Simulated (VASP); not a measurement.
LiF:

```
CELL_PARAMETERS angstrom
0.00000 1.82443 1.82443
1.82443 0.00000 1.82443
1.82443 1.82443 0.00000
ATOMIC_POSITIONS crystal
Li 0.00000 0.00000 0.00000
F 0.25000 0.25000 0.25000
```

```yaml
Program: VASP 6.6.1
Task: relaxation of cell and atoms
Functional: PBE
Potentials_or_basis: VASP PAW PBE potentials, release 64 (Li_sv, F)
Cutoff: 600 eV
k_mesh: 10 × 10 × 10
Occupations: fermi-dirac, width 0.02 eV
Spin: no spin polarisation
```

At the start: pressure 86.5 GPa; volume 6.07 Å³/atom.

Q: How do energy, volume and symmetry change on relaxing?

A: Over 4 steps the energy falls by 700.7 meV/atom and the volume is 9.68 Å³/atom (+59.4 %); space group F-43m (No. 216, to 0.05 Å).

Step by step:
```csv
step,energy change (eV),largest force (eV/Å),pressure (GPa),volume (Å³)
1,0.0000,0.0000,86.48,12.15
2,-1.3974,0.0000,2.62,18.87
3,-1.3998,0.0000,-1.57,19.66
4,-1.4014,0.0000,0.00,19.35
```

Final structure:
```cif
data_structure
_symmetry_space_group_name_H-M 'P 1'
_symmetry_Int_Tables_number 1
_cell_length_a 3.0137
_cell_length_b 3.0137
_cell_length_c 3.0137
_cell_angle_alpha 60.000
_cell_angle_beta 60.000
_cell_angle_gamma 60.000
_cell_volume 19.35
loop_
_atom_site_label
_atom_site_type_symbol
_atom_site_fract_x
_atom_site_fract_y
_atom_site_fract_z
_atom_site_occupancy
Li1 Li 0.00000 0.00000 0.00000 1
F1 F 0.25000 0.25000 0.25000 1
```

Caveat: the cutoff is under 1.25 times the usual one of these potentials, so pressure, stress and relaxed cells hold a basis-set (Pulay) error; the volume moved by over 15 % at a fixed basis, so the end points are rough.
